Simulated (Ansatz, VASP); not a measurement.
**LiS3: VASP beside Ansatz**

```
Li S
1.0
     4.13768    0.00000    0.00000
     0.00000    4.13768    0.00000
     0.00000    0.00000    4.13768
Li S
1 3
Direct
  0.00000 0.00000 0.00000
  0.00000 0.50000 0.50000
  0.50000 0.50000 0.00000
  0.50000 0.00000 0.50000
```

Change from the starting cell: species swapped into the Ag3Pt type (Pm-3m, No. 221).

Alike in both runs: task relaxation of cell and atoms; functional PBE; k mesh 4 × 4 × 4; occupations gaussian, width 0.1 eV; no spin polarisation.

|  | VASP | Ansatz |
| --- | --- | --- |
| version | VASP 6.6.1 | Ansatz 0.2.0 |
| potentials or method | VASP PAW PBE potentials, release 64 (Li_sv, S), cutoff 600 eV | scalar-relativistic, plane waves, PAW |
| valence electrons in the cell | 21 | 21 |

Ansatz gave:

| Property | Result |
| --- | --- |
| gap on the k mesh at the Fermi level, each at its own relaxed structure (eV) | none |
| relaxed volume (Å³/atom) | 16.05 |
| relaxed length of the cell vector where the two differ most in proportion (Å) | 4.004 |

Which values does VASP return?

gap on the k mesh at the Fermi level, each at its own relaxed structure (eV): none; relaxed volume (Å³/atom): 16.03; relaxed length of the cell vector where the two differ most in proportion (Å): 4.002.

A gap of «none» marks a metal or a gap that the smearing closes.

The k mesh is coarse, so the values compare programs but aren't converged. Noted on VASP's run: the cutoff is under 1.25 times that of the potentials, so the pressure is a little rough.
